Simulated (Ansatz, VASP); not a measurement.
**One calculation of Na, two programs**

Contents of INCAR:

```
SYSTEM = Na
PREC = Accurate ; ENCUT = 520
EDIFF = 1E-8 ; ISMEAR = -1
SIGMA = 0.03 ; LREAL = .FALSE.
LASPH = .TRUE. ; NELM = 80
ALGO = Normal ; ISIF = 2
LWAVE = .FALSE. ; LCHARG = .FALSE.
GGA = PS ; LEFG = .TRUE.
NBANDS = 10
```

KPOINTS

```
regular mesh
0
G
  11 11 11
  0 0 0
```

Contents of POSCAR:

```
Na
1.0
   -2.1598500000      2.1175000000      2.1175000000
    2.1175000000     -2.1598500000      2.1175000000
    2.1175000000      2.1175000000     -2.1598500000
Na
1
Direct
    0.0000000000      0.0000000000      0.0000000000
```

Input for Ansatz:

```yaml
crystal:
  lattice:
    - [-2.15985, 2.1175, 2.1175]
    - [2.1175, -2.15985, 2.1175]
    - [2.1175, 2.1175, -2.15985]
  atoms:
    - { symbol: Na, position: [0.0, 0.0, 0.0] }
kpoints:
  mp_grid: { grid: [11, 11, 11] }
scf:
  occupations: { method: fermi_dirac, width: 0.03 }
hamiltonian:
  xc: pbesol
  pseudopotentials: { kind: all_electron, datasets: crystal }
output:
  forces: true
  stress: true
  eigenvalues: true
  efg: { contact_densities: true }
```

Change from the starting cell: equal xy, yz and zx shear strains of -2 %, crystal datasets.

Alike in both runs: task electric field gradients; functional PBEsol; k mesh 11 × 11 × 11; occupations fermi-dirac, width 0.03 eV; no spin polarisation.

|  | VASP | Ansatz |
| --- | --- | --- |
| version | VASP 6.6.1 | Ansatz 0.2.0 |
| potentials or method | VASP PAW PBE potentials, release 64 (Na_pv), cutoff 520 eV | all-electron PAW with datasets made for the crystal, scalar-relativistic |

```csv
,VASP,Ansatz,Ansatz less VASP
pressure (GPa),-0.3,-0.3,0.00
"traceless stress, the component that is largest in VASP (GPa)",0.16,0.16,-0.002
size of Vzz on the site where it differs most (V/Å²),0.2,0.2,+0.02
```

VASP's potentials were made for PBE, not for PBEsol. Ansatz ran all-electron here, and VASP with PAW potentials.
